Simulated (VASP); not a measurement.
InBAs2:

```
B As In
1.0
    -2.80180    2.80180    5.16889
     2.80180   -2.80180    5.16889
     2.80180    2.80180   -5.16889
B As In
2 4 2
Direct
  0.00000 0.00000 0.00000
  0.75000 0.25000 0.50000
  0.37500 0.29628 0.42128
  0.04628 0.62500 0.92128
  0.87500 0.95372 0.57872
  0.70372 0.12500 0.07872
  0.50000 0.50000 0.00000
  0.25000 0.75000 0.50000
```

* Program: VASP 6.6.1
* Task: relaxation of cell and atoms
* Functional: r2SCAN
* Potentials or basis: VASP PAW PBE potentials, release 64 (B, As, In_d)
* Cutoff: 600 eV
* k mesh: 6 × 6 × 6
* Occupations: fermi-dirac, width 0.02 eV
* Spin: no spin polarisation

At the start: pressure -1.9 GPa; volume 20.29 Å³/atom.

Task: Where does the relaxation end?

Result: Over 7 steps the energy falls by 3.2 meV/atom and the volume is 19.86 Å³/atom (-2.1 %); space group I-42d (No. 122, to 0.1 Å) before and after.

Step by step:
```tsv
step	energy change (eV)	largest force (eV/Å)	pressure (GPa)	volume (Å³)
1	0.0000	0.1758	-1.88	162.31
2	-0.0179	0.0411	1.19	156.77
3	-0.0244	0.0898	0.11	158.61
4	-0.0244	0.0916	0.06	158.68
5	-0.0255	0.0401	0.02	158.80
6	-0.0258	0.0001	-0.02	158.90
7	-0.0258	0.0017	-0.02	158.90
```

Final structure:
```
B As In
1.0
    -2.78029    2.78029    5.13906
     2.78029   -2.78029    5.13906
     2.78029    2.78029   -5.13906
B As In
2 4 2
Direct
  0.00000 0.00000 0.00000
  0.75000 0.25000 0.50000
  0.37500 0.29863 0.42363
  0.04863 0.62500 0.92363
  0.87500 0.95137 0.57637
  0.70137 0.12500 0.07637
  0.50000 0.50000 0.00000
  0.25000 0.75000 0.50000
```

Caveat: the PAW data sets were made with another functional, which shifts forces and pressure a little.
